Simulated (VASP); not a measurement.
Input of a VASP 6.6.1 run:

File INCAR:

```
PREC     = Accurate       # precision mode
ENCUT    = 520            # plane-wave cutoff, eV
EDIFF    = 1E-6           # SCF threshold, eV
ISMEAR   = -1             # smearing method
SIGMA    = 0.15           # smearing width, eV
LREAL    = Auto         
LASPH    = True           # aspherical terms in the spheres
NELM     = 100            # most SCF steps
ALGO     = Normal         # electronic algorithm
ISIF     = 2              # what is computed and relaxed
LWAVE    = False          # write WAVECAR
LCHARG   = True           # write CHGCAR
GGA      = PE             # functional
LELF     = True           # ELF
LVHAR    = True         
NBANDS   = 44             # bands
```

KPOINTS

```
regular mesh
0
Gamma
  2 3 1
```

POSCAR

```
Al16In
1.0
    8.1000000000      0.0000000000      0.0000000000
    0.0000000000      5.7275650000      0.0000000000
    0.0000000000      0.0000000000     15.2956740000
Al In
16 1
Direct
    0.2500000000      0.2500000000      0.0653780000
    0.7500000000      0.2500000000      0.0653780000
    0.2500000000      0.7500000000      0.0653780000
    0.7500000000      0.7500000000      0.0653780000
   -0.0002798346      0.0001292664      0.1494667368
    0.4993436124      0.0003551668      0.1495778245
   -0.0003833124      0.4981064372      0.1493750697
    0.4994632085      0.4984134177      0.1495669152
    0.2487875953      0.2496093954      0.2410543989
    0.7486992932      0.2480042554      0.2469981247
    0.2486993054      0.7489644387      0.2416786628
    0.7486263187      0.7494169299      0.2489380131
    0.0024644601      0.0063328213      0.3300732142
    0.4940764940      0.0064836141      0.3302798600
    0.0011146443      0.4905319110      0.3296644592
    0.4954060576      0.4912219088      0.3300350230
    0.2461375982      0.7437525531      0.4447374953
```

Potentials or basis: VASP PAW PBE potentials, release 64 (Al, In_d).

Run with:

```console
$ cat potpaw_PBE.64/Al/POTCAR potpaw_PBE.64/In_d/POTCAR > POTCAR
$ mpirun -np 1 vasp_std > vasp.out
```

Task: Estimate the band gap on the k mesh.

Result: Zero (an odd number of electrons rules out a gap without spin polarisation).

Task: Predict the largest force.

Result: 0.219 eV/Å.

Forces on the atoms (eV/Å):
```
Al  -0.006 -0.008 -0.126
Al  -0.014 -0.008  0.097
Al  -0.007 -0.001 -0.122
Al  -0.015 -0.004  0.218
Al  -0.002 -0.001 -0.006
Al   0.005 -0.005 -0.005
Al  -0.002  0.013 -0.011
Al   0.007  0.012 -0.010
Al   0.002 -0.003  0.021
Al  -0.004  0.008 -0.004
Al   0.005  0.004 -0.004
Al   0.000 -0.006 -0.005
Al   0.007  0.000 -0.006
Al  -0.004 -0.008 -0.003
Al   0.013  0.004  0.001
Al  -0.007  0.005 -0.003
In   0.021 -0.002 -0.033
```

Caveat: the k points lie up to 0.39 Å⁻¹ apart, too coarse for converged energies and pressures of a metal; spin-orbit coupling is left out, which moves the levels of the heavy elements.
